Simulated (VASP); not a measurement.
C: electric field gradients with LDA

C:

```
C
1.0
     0.00000    1.80687    1.80687
     1.80687    0.00000    1.80687
     1.80687    1.80687    0.00000
C
2
Cartesian
  1.8069 1.8069 1.8069
  2.7103 2.7103 2.7103
```

This cell differs from its parent crystal: volume scaled by 1.04.

```json
{"Program": "VASP 6.6.1", "Task": "electric field gradients", "Functional": "LDA", "Potentials or basis": "VASP PAW LDA potentials, release 64 (C)", "Cutoff": "520 eV", "k mesh": "16 × 16 × 16", "Occupations": "fermi-dirac, width 0.03 eV", "Spin": "no spin polarisation", "Dipole correction": "no", "Further INCAR settings": "ALGO = Normal; EDIFF = 1e-08; NBANDS = 11"}
```

- Pressure: -27.1 GPa
- Band gap on the k mesh: 4.01 eV, indirect (least direct gap 5.43 eV)

Levels at points of the mesh, in eV from the valence-band top:
| k point | band 2 | band 3 | band 4 | band 5 | band 6 | band 7 |
| --- | --- | --- | --- | --- | --- | --- |
| (0.00, 0.00, 0.00) | 0.00 | 0.00 | 0.00 | 5.43 | 5.43 | 5.43 |
| (0.50, 0.00, 0.00) | -12.93 | -2.69 | -2.69 | 8.21 | 8.21 | 8.48 |
| (0.50, 0.50, 0.00) | -12.34 | -6.06 | -6.06 | 4.62 | 4.62 | 16.04 |

Run time: 18 s on 1 thread of Intel Xeon 6975P-C (shared host), peak memory 0.12 GiB.

Caveat: without QUAD_EFG the Cq values of the log hold for a quadrupole moment of 1 mb, not for the nuclei. A k mesh can miss the band edges.
